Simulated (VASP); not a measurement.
Write the native input for VASP 6.6.1 that does the following.

```yaml
Task: single point
Functional: PBE
Potentials_or_basis: VASP PAW PBE potentials, release 64 (W_sv)
Cutoff: 520 eV
k_mesh: 10 × 10 × 10
Occupations: fermi-dirac, width 0.1 eV
Spin: no spin polarisation
Dipole_correction: no
Further_INCAR_settings: ALGO = Normal; EDIFF = 1e-07; NBANDS = 13
```

The structure of W lies in POSCAR:

```
W
1.0
   -1.5851580000      1.5851580000      1.5851580000
    1.5851580000     -1.5851580000      1.5851580000
    1.5851580000      1.5851580000     -1.5851580000
W
1
Direct
    0.0000000000      0.0000000000      0.0000000000
```

One way to write it, as run:

INCAR

```
  PREC = Accurate
  ENCUT = 520
  EDIFF = 1E-7
  ISMEAR = -1
  SIGMA = 0.1
  LREAL = False
  LASPH = True
  NELM = 60
  ALGO = Normal
  ISIF = 2
  LWAVE = False
  LCHARG = False
  GGA = PE
  NBANDS = 13
```

KPOINTS

```
regular mesh
0
Gamma
  10 10 10
```

Potentials or basis: VASP PAW PBE potentials, release 64 (W_sv).

Command:

```bash
$ cat potpaw_PBE.64/W_sv/POTCAR > POTCAR
$ mpirun -np 1 vasp_std > vasp.out
```

It gave:

```yaml
Pressure: 4.8 GPa
Band_gap_on_the_k_mesh: zero (band 7 reaches 16.49 eV, above the bottom of band 8 at 10.14 eV)
```

Caveat: spin-orbit coupling is left out, which moves the levels of the heavy elements.

Run time: 8.8 s on 1 thread of Intel(R) Xeon(R) Platinum 8259CL CPU @ 2.50GHz (Skylake/Cascade Lake), on a shared host, peak memory 0.13 GiB.
